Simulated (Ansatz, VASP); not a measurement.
**Al2Cu: VASP beside Ansatz**

```
Al Cu
1.0
    -3.07342    3.07342    2.47059
     3.07342   -3.07342    2.47059
     3.07342    3.07342   -2.47059
Al Cu
4 2
Direct
  0.65810 0.15810 0.81620
  0.15810 0.34190 0.50000
  0.34190 0.84190 0.18380
  0.84190 0.65810 0.50000
  0.25000 0.25000 0.00000
  0.75000 0.75000 0.00000
```

Change from the starting cell: volume scaled by 1.04, ions relaxed.

Alike in both runs: functional PBE; k mesh 12 × 12 × 12; occupations fermi-dirac, width 0.05 eV; no spin polarisation.

Ansatz relaxed the structure, and its values are those at the end. VASP's run is a single point on that final structure, the one shown.

|  | VASP | Ansatz |
| --- | --- | --- |
| version | VASP 6.6.1 | Ansatz 0.2.0 |
| potentials or method | VASP PAW PBE potentials, release 64 (Al, Cu) | plane-wave PAW, scalar-relativistic |
| plane-wave cutoff (eV) | 520 | 420 |
| valence electrons in the cell | 34 | 50 |

|  | VASP | Ansatz | Ansatz less VASP |
| --- | --- | --- | --- |
| pressure (GPa) | -3.7 | -3.8 | -0.16 |
| rms of the force components (eV/Å) | 0.011 | 0.013 | +0.0019 |

VASP's potentials hold 34 valence electrons a cell and Ansatz's 50, so a difference there can come from the potentials and not from the codes. Ansatz's warnings: stress scf threshold loose.
